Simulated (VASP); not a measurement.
# ZnO (P6_3mc) in VASP: single point with LDA

Aim: the single point of ZnO with LDA.

Program: VASP 6.6.1. These are calculated values, not measurements. Logs are shortened: lines on timing, memory, paths and dates and some standing lists are left out, and cuts for length are marked.

## 1. The cell of the first run

The structure is hexagonal, space group P6_3mc (No. 186). The conventional cell has a = 3.249 Å, b = 3.249 Å, c = 5.206 Å, α = 90.00°, β = 90.00°, γ = 120.00°. Within 2.6 Å of Zn (site symmetry 3m) lie 4 O at 1.97 to 1.98 Å. O (site symmetry 3m) has 4 Zn at 1.97 to 1.98 Å within 2.6 Å.

## 2. Single point, LDA

The input, INCAR:

```
PREC = Accurate
ENCUT = 600
EDIFF = 1E-6
ISMEAR = -1
SIGMA = 0.02
LREAL = F
LASPH = T
NELM = 120
ALGO = Normal
ISIF = 2
LWAVE = F
LCHARG = F
GGA = CA
NBANDS = 26
GGA_COMPAT = F
```

The input, KPOINTS:

```
Automatic mesh
0
Gamma
  4 4 4
```

The input, POSCAR:

```
ZnO
1.0
    3.2493080000      0.0000000000      0.0000000000
   -1.6246540000      2.8139830000      0.0000000000
    0.0000000000      0.0000000000      5.2057090000
Zn O
2 2
Direct
    0.3333333333      0.6666666667      0.5000000000
    0.6666666667      0.3333333333      0.0000000000
    0.6666666667      0.3333333333      0.3790100000
    0.3333333333      0.6666666667      0.8790100000
```

Potentials or basis: VASP PAW LDA potentials, release 64 (Zn, O).

Run with:

```
cat potpaw_LDA.64/Zn/POTCAR potpaw_LDA.64/O/POTCAR > POTCAR
mpirun -np 1 vasp_std > vasp.out
```

OUTCAR:

```text
PREC = Accurate
   ENCUT = 600
   EDIFF = 1E-6
   ISMEAR = -1
   LREAL = F
   LASPH = T
   NELM = 120
   ISIF = 2
   GGA = CA

 ion  position               nearest neighbor table
   1  0.333  0.667  0.500-   4 1.97   3 1.98   3 1.98   3 1.98
   2  0.667  0.333  0.000-   3 1.97   4 1.98   4 1.98   4 1.98
   3  0.667  0.333  0.379-   2 1.97   1 1.98   1 1.98   1 1.98
   4  0.333  0.667  0.879-   1 1.97   2 1.98   2 1.98   2 1.98

  LATTYP: Found a hexagonal cell.
 ALAT       =     3.2493080000
 C/A-ratio  =     1.6020977390

  Lattice vectors:

 A1 = (   3.2493080000,   0.0000000000,   0.0000000000)
 A2 = (  -1.6246540000,   2.8139830000,   0.0000000000)
 A3 = (   0.0000000000,   0.0000000000,   5.2057090000)

Analysis of symmetry for initial positions (statically):
=====================================================================
 Subroutine PRICEL returns:
 Original cell was already a primitive cell.

 Routine SETGRP: Setting up the symmetry group for a
 hexagonal supercell.

 Subroutine GETGRP returns: Found 12 space group operations
 (whereof  6 operations were pure point group operations)
 out of a pool of 24 trial point group operations.

The static configuration has the point symmetry C_3v.
 The point group associated with its full space group is C_6v.

Analysis of symmetry for dynamics (positions and initial velocities):
=====================================================================
 Subroutine PRICEL returns:
 Original cell was already a primitive cell.

 Routine SETGRP: Setting up the symmetry group for a
 hexagonal supercell.

 Subroutine GETGRP returns: Found 12 space group operations
 (whereof  6 operations were pure point group operations)
 out of a pool of 24 trial point group operations.

The dynamic configuration has the point symmetry C_3v.
 The point group associated with its full space group is C_6v.

 Subroutine INISYM returns: Found 12 space group operations
 (whereof  6 operations are pure point group operations),
 and found     1 'primitive' translations

----------------------------------------------------------------------------------------

                                     Primitive cell

  volume of cell :      47.5984

  direct lattice vectors                    reciprocal lattice vectors
     3.249308000  0.000000000  0.000000000     0.307757836  0.177684087  0.000000000
    -1.624654000  2.813983000  0.000000000     0.000000000  0.355368174  0.000000000
     0.000000000  0.000000000  5.205709000     0.000000000  0.000000000  0.192096792

  length of vectors
     3.249308000  3.249307764  5.205709000     0.355368148  0.355368174  0.192096792

  position of ions in fractional coordinates (direct lattice)
     0.333333333  0.666666667  0.500000000
     0.666666667  0.333333333  0.000000000
     0.666666667  0.333333333  0.379010000
     0.333333333  0.666666667  0.879010000

  ion indices of the primitive-cell ions
   primitive index   ion index
                 1           1
                 2           2
                 3           3
                 4           4

----------------------------------------------------------------------------------------

 KPOINTS: Automatic mesh

Automatic generation of k-mesh.
 Grid dimensions read from file:
 generate k-points for:    4    4    4

 Generating k-lattice:

  Cartesian coordinates                     Fractional coordinates (reciprocal lattice)
     0.076939459  0.044421022  0.000000000     0.250000000  0.000000000  0.000000000
     0.000000000  0.088842043  0.000000000     0.000000000  0.250000000  0.000000000
     0.000000000  0.000000000  0.048024198     0.000000000  0.000000000  0.250000000

  Length of vectors
     0.088842037  0.088842043  0.048024198

  Shift w.r.t. Gamma in fractional coordinates (k-lattice)
     0.000000000  0.000000000  0.000000000

 Subroutine IBZKPT returns following result:
 ===========================================

 Found     12 irreducible k-points:

 Following reciprocal coordinates:
            Coordinates               Weight
  0.000000  0.000000  0.000000      1.000000
  0.250000  0.000000  0.000000      6.000000
  0.500000  0.000000  0.000000      3.000000
  0.250000  0.250000  0.000000      6.000000
  0.000000  0.000000  0.250000      2.000000
  0.250000  0.000000  0.250000     12.000000
  0.500000  0.000000  0.250000      6.000000
  0.250000  0.250000  0.250000     12.000000
  0.000000  0.000000  0.500000      1.000000
  0.250000  0.000000  0.500000      6.000000
  0.500000  0.000000  0.500000      3.000000
  0.250000  0.250000  0.500000      6.000000
   k-points           NKPTS =     12   k-points in BZ     NKDIM =     12   number of bands    NBANDS=     26
   number of dos      NEDOS =    301   number of ions     NIONS =      4
   total plane-waves  NPLWV =  32928
   dimension x,y,z NGX =    28 NGY =   28 NGZ =   42
   dimension x,y,z NGXF=    56 NGYF=   56 NGZF=   84
   ions per type =               2   2
   NGX,Y,Z   is equivalent  to a cutoff of  14.33, 14.33, 13.41 a.u.
   NGXF,Y,Z  is equivalent  to a cutoff of  28.65, 28.65, 26.83 a.u.
 SYSTEM =  unknown system
   PREC   = accura    normal or accurate (medium, high low for compatibility)
   ISTART =      0    job   : 0-new  1-cont  2-samecut
   ICHARG =      2    charge: 1-file 2-atom 10-const
   ISPIN  =      1    spin polarized calculation?
   LNONCOLLINEAR =      F non collinear calculations
   LSORBIT =      F    spin-orbit coupling
   LASPH  =      T    aspherical Exc in radial PAW
   ENCUT  =  600.0 eV  44.10 Ry    6.64 a.u.   6.49  6.49 10.40*2*pi/ulx,y,z
   NELM   =    120;   NELMIN=  2; NELMDL= -5     # of ELM steps
   EDIFF  = 0.1E-05   stopping-criterion for ELM
   LREAL  =      F    real-space projection
   EDIFFG = 0.1E-04   stopping-criterion for IOM
   NSW    =      0    number of steps for IOM
   IBRION =     -1    ionic relax: 0-MD 1-quasi-New 2-CG
   NFREE  =      0    steps in history (QN), initial steepest desc. (CG)
   ISIF   =      2    stress and relaxation
   ISYM   =      2    0-nonsym 1-usesym 2-fastsym
   POTIM  = 0.5000    time-step for ionic-motion
   TEBEG  =    0.0;   TEEND  =   0.0 temperature during run
   PSTRESS=    0.0 pullay stress
   NELECT =      36.0000    total number of electrons
   NUPDOWN=      -1.0000    fix difference up-down
   EMIN   =  10.00;   EMAX   =-10.00  energy-range for DOS
   EFERMI =   0.00;   METHOD = LEGACY
   ISMEAR =    -1;   SIGMA  =   0.02  broadening in eV -4-tet -1-fermi 0-gaus
   EFERMI_NEDOS =   21; number of points for ismear=-14 and -15
   IALGO  =     38    algorithm
   IMIX   =      4    mixing-type and parameters
     AMIX     =   0.40;   BMIX     =  1.00
     AMIX_MAG =   1.60;   BMIX_MAG =  1.00
  volume/ion in A,a.u.               =      11.90        80.30
  Fermi-wavevector in a.u.,A,eV,Ry     =   1.491574  2.818667 30.270162  2.224794
  Thomas-Fermi vector in A             =   2.604212
   LORBIT       =      0    0 simple, 1 ext, 2 COOP (PROOUT), +10 PAW based schemes
   GGA     = CA    functional components
   LHFCALC =     F    Hartree Fock is set to
   AEXX    =    0.0000 exact exchange contribution
   IVDW    =     0    specifies the selected vdW correction
   LEPSILON=     F    determine dielectric tensor
   LRPA    =     F    only Hartree local field effects (RPA)
 non-spin polarized calculation
  energy-cutoff  :      600.00
  volume of cell :       47.60
 maximum number of plane-waves:      1616
 NGX is ok and might be reduce to    28
   NGX = 13   NGY = 13   NGZ = 21

 number of electron      36.0000008 magnetization

 Free energy of the ion-electron system (eV)
  ---------------------------------------------------
  ext. energy  EPLUGINS =         0.00000000
  ---------------------------------------------------
  free energy    TOTEN  =       -21.10333886 eV

  energy without entropy =      -21.10333886  energy(sigma->0) =      -21.10333886

 E-fermi :   1.2615     XC(G=0): -11.4611

 val. band max:        0.8867554773   @ k =   0.0000   0.0000   0.0000
 cond. band min:       1.6210045721   @ k =   0.0000   0.0000   0.0000
 fundamental gap:      0.7342490948
 Fermi energy:         1.2615353037

 k-point     1 :       0.0000    0.0000    0.0000
  band No.  band energies     occupation
      1     -16.9134      2.00000
      2     -16.1353      2.00000
      3      -4.8843      2.00000
      4      -4.8843      2.00000
      5      -4.8489      2.00000
      6      -4.8167      2.00000
[... 18 lines left out ...]
     25      14.8013      0.00000
     26      14.8013      0.00000

 k-point     2 :       0.2500    0.0000    0.0000
  band No.  band energies     occupation
      1     -16.5931      2.00000
      2     -16.0110      2.00000
      3      -5.1457      2.00000
      4      -4.7999      2.00000
      5      -4.7334      2.00000
      6      -4.6191      2.00000
[... 18 lines left out ...]
     25      14.0069      0.00000
     26      14.8617      0.00000

 k-point     3 :       0.5000    0.0000    0.0000
  band No.  band energies     occupation
      1     -16.1867      2.00000
      2     -15.9480      2.00000
      3      -5.1218      2.00000
      4      -4.9204      2.00000
      5      -4.6367      2.00000
      6      -4.2604      2.00000
[... 18 lines left out ...]
     25      13.8749      0.00000
     26      14.8966      0.00000

 k-point     4 :       0.2500    0.2500    0.0000
  band No.  band energies     occupation
      1     -16.1985      2.00000
      2     -15.9416      2.00000
      3      -4.9322      2.00000
      4      -4.8394      2.00000
      5      -4.5334      2.00000
      6      -4.4686      2.00000
[... 18 lines left out ...]
     25      12.3069      0.00000
     26      15.1113      0.00000
[... 148 lines left out ...]
      1     -16.3029      2.00000
      2     -16.3029      2.00000
      3      -5.2538      2.00000
      4      -5.2538      2.00000
      5      -4.6367      2.00000
      6      -4.6367      2.00000
[... 18 lines left out ...]
     25      14.1957      0.00000
     26      14.1957      0.00000

 k-point    11 :       0.5000    0.0000    0.5000
  band No.  band energies     occupation
      1     -16.0568      2.00000
      2     -16.0568      2.00000
      3      -5.3128      2.00000
      4      -5.3128      2.00000
      5      -4.4016      2.00000
      6      -4.4016      2.00000
[... 18 lines left out ...]
     25      14.3602      0.00000
     26      14.3602      0.00000

 k-point    12 :       0.2500    0.2500    0.5000
  band No.  band energies     occupation
      1     -16.0601      2.00000
      2     -16.0601      2.00000
      3      -5.1148      2.00000
      4      -5.1148      2.00000
      5      -4.5961      2.00000
      6      -4.5961      2.00000
[... 18 lines left out ...]
     25      15.0468      0.00000
     26      15.0468      0.00000

------------------------ aborting loop because EDIFF is reached ----------------------------------------

  FORCE on cell =-STRESS in cart. coord.  units (eV):
  Direction    XX          YY          ZZ          XY          YZ          ZX
  --------------------------------------------------------------------------------------
  -------------------------------------------------------------------------------------
  Total       -2.0067443     -2.0067439     -1.5577181      0.0000000      0.0000000      0.0000000
  in kB      -67.5476702    -67.5476571    -52.4333020      0.0000000      0.0000000      0.0000000
  external PRESSURE =     -62.5095431 kB  Pullay stress =       0.0000000 kB

 VOLUME and BASIS-vectors are now :
 -----------------------------------------------------------------------------
  energy-cutoff  :      600.00
  volume of cell :       47.60
      direct lattice vectors                 reciprocal lattice vectors
     3.249308000  0.000000000  0.000000000     0.307757836  0.177684087  0.000000000
    -1.624654000  2.813983000  0.000000000     0.000000000  0.355368174  0.000000000
     0.000000000  0.000000000  5.205709000     0.000000000  0.000000000  0.192096792

 POSITION                                       TOTAL-FORCE (eV/Angst)
 -----------------------------------------------------------------------------------
     -0.00000      1.87599      2.60285         0.000000      0.000000     -0.050413
      1.62465      0.93799      0.00000        -0.000000      0.000000     -0.050413
      1.62465      0.93799      1.97302        -0.000000      0.000000      0.050413
     -0.00000      1.87599      4.57587         0.000000      0.000000      0.050413
 -----------------------------------------------------------------------------------
    total drift:                                0.000000      0.000000     -0.000659

  FREE ENERGIE OF THE ION-ELECTRON SYSTEM (eV)
  ---------------------------------------------------
  free  energy   TOTEN  =       -21.1033388596 eV

  energy  without entropy=      -21.1033388593  energy(sigma->0) =      -21.10333886
```

Run time: 51 s. Hardware: 1 thread of Intel Xeon 8259CL, shared host; peak memory 0.12 GiB.

Results:

- Free energy: -21.1033 eV
- Pressure: -6.3 GPa
- Largest force: 0.050 eV/Å
- Band gap on the k mesh: 0.73 eV

Forces on the atoms (eV/Å):
```
Zn   0.000  0.000 -0.050
Zn   0.000  0.000 -0.050
O    0.000  0.000  0.050
O    0.000  0.000  0.050
```

Caveat: the k points lie up to 0.56 Å⁻¹ apart; semilocal functionals underestimate gaps, and a narrow one can read as zero.
